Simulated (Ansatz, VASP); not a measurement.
## Two plane-wave programs on Ta2N

```xyz
9
Lattice="5.0964 0.0000 0.0000 -2.5482 4.4136 0.0000 0.0000 0.0000 5.1407" Properties=species:S:1:pos:R:3 pbc="T T T"
Ta    1.5776    2.7325    3.8689
Ta   -0.9706    1.6811    3.8689
Ta    1.9411    0.0000    3.8689
Ta    0.9706    1.6811    1.2718
Ta   -1.5776    2.7325    1.2718
Ta    3.1553    0.0000    1.2718
N     2.5482    1.4712    2.5704
N     0.0000    2.9424    2.5704
N     0.0000    0.0000    0.0000
```

Alike in both runs: task single point; functional LDA; k mesh 9 × 9 × 8; occupations gaussian, width 0.15 eV; no spin polarisation.

|  | VASP | Ansatz |
| --- | --- | --- |
| version | VASP 6.6.1 | Ansatz 0.2.0 |
| potentials or method | VASP PAW LDA potentials, release 64 (Ta_pv, N), cutoff 520 eV | scalar-relativistic, plane waves, PAW |
| valence electrons in the cell | 81 | 93 |

|  | VASP | Ansatz | Ansatz less VASP |
| --- | --- | --- | --- |
| gap on the k mesh at the Fermi level (eV) | none | none | - |
| pressure (GPa) | 18.1 | 16.4 | -1.73 |
| traceless stress, the component that is largest in VASP (GPa) | -15.08 | -15.05 | +0.026 |
| rms of the force components (eV/Å) | 3.170 | 3.144 | -0.0254 |

Ansatz warns that its potentials were made for another functional, while VASP's fit it. LDA's correlation is that of Perdew and Zunger in VASP and of Perdew and Wang (1992) in Ansatz. Atom by atom the forces differ by 0.030 eV/Å (rms over components). A gap of «none» marks a metal or a gap that the smearing closes. VASP's potentials hold 81 valence electrons a cell and Ansatz's 93, so a difference there can come from the potentials and not from the codes.

Spin-orbit coupling is off throughout.
